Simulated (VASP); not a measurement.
# B8N7 (a cell with a defect): single point with PBE

System: B8N7 (a cell with a defect).

```xyz
15
Lattice="-1.2770 -2.2119 -4.2240 -1.2770 -2.2119 4.2240 -2.5541 4.4238 0.0000" Properties=species:S:1:pos:R:3 pbc="T T T"
B    -3.8311    0.7373   -0.0007
B    -2.5541   -1.4746   -0.0007
B    -2.5541    2.9492   -0.0007
B    -1.2770    0.7373   -0.0007
B    -1.2770   -0.7373    2.1113
B    -2.5541    1.4746    2.1113
B    -1.2770   -0.7373   -2.1127
B    -2.5541    1.4746   -2.1127
N    -2.0994   -1.2121   -1.5833
N    -3.8311    0.7373    2.6408
N    -2.5541   -1.4746    2.6408
N    -1.2770   -0.7373    0.5287
N    -2.5541    1.4746    0.5287
N    -2.5541   -2.9492    0.5287
N    -3.8311   -0.7373    0.5287
```

This cell differs from its parent crystal: atoms taken out, atom 9 moved 0.000 of the way to it and +0.525 Å across, host rigid.

* Program: VASP 6.6.1
* Task: single point
* Functional: PBE
* Potentials or basis: VASP PAW PBE potentials, release 64 (B, N)
* Cutoff: 520 eV
* k mesh: 6 × 6 × 6
* Occupations: gaussian, width 0.05 eV
* Spin: no spin polarisation
* Dipole correction: no
* Charge: 3
* Further INCAR settings: LREAL = Auto; ALGO = Normal; EDIFF = 1e-06; NBANDS = 42; NELECT = 56.0

| Quantity | Value |
| --- | --- |
| Largest force | 40.996 eV/Å |

Forces on the atoms (eV/Å):
```
B    -0.318   0.108   3.819
B     1.066   0.355   0.495
B    -0.008   0.014  -0.042
B     0.100  -0.009   0.205
B    -1.677   0.839  -2.000
B    -0.176  -1.863  -2.022
B    24.995  14.312 -15.968
B     2.741   1.782  -1.656
N   -32.579 -18.596  16.536
N     2.962  -0.393   1.026
N     1.232   2.693   0.998
N     1.247   0.377   2.325
N    -0.143   0.189   0.286
N     0.909   0.175  -3.055
N    -0.350   0.017  -0.946
```

Levels at points of the mesh, in eV from the Fermi level:
| k point | band 24 | band 25 | band 26 | band 27 | band 28 | band 29 | band 30 | band 31 | band 32 | band 33 |
| --- | --- | --- | --- | --- | --- | --- | --- | --- | --- | --- |
| (0.00, 0.00, 0.00) | -1.86 | -0.97 | -0.31 | -0.02 | 0.48 | 0.68 | 4.98 | 5.33 | 6.09 | 7.15 |
| (0.50, 0.00, 0.00) | -1.95 | -1.34 | -0.96 | -0.75 | -0.33 | 0.18 | 3.34 | 5.00 | 5.29 | 7.40 |
| (0.00, 0.50, 0.50) | -1.90 | -1.40 | -1.14 | -0.68 | -0.45 | 0.63 | 3.37 | 5.09 | 5.54 | 6.47 |
| (0.00, 0.50, 0.00) | -1.92 | -1.35 | -0.99 | -0.61 | -0.32 | 0.15 | 3.47 | 4.73 | 5.31 | 7.94 |
| (0.50, 0.00, 0.50) | -1.80 | -1.54 | -1.15 | -0.99 | 0.11 | 0.22 | 3.66 | 5.09 | 5.71 | 6.43 |
| (0.50, 0.50, 0.00) | -1.58 | -1.13 | -0.66 | -0.02 | 0.17 | 0.20 | 3.73 | 5.25 | 5.77 | 6.62 |
| (0.00, 0.00, 0.50) | -1.67 | -1.14 | -1.08 | -0.74 | -0.07 | 0.71 | 3.60 | 5.70 | 5.95 | 6.58 |
| (0.50, 0.50, 0.50) | -2.57 | -1.68 | -1.30 | -1.14 | -0.85 | 0.45 | 3.52 | 4.09 | 5.37 | 6.29 |

Run time: 27 min on 1 thread of Intel Xeon 8259CL, with other jobs on the host, peak memory 0.43 GiB.

Caveat: the cell carries a net charge on a neutralising background, which shifts energy and pressure; the cell differs from its parent crystal (atoms taken out, atom 9 moved 0.000 of the way to it and +0.525 Å across, host rigid); the cell is charged against a uniform background, so pressure and absolute levels hang on convention.
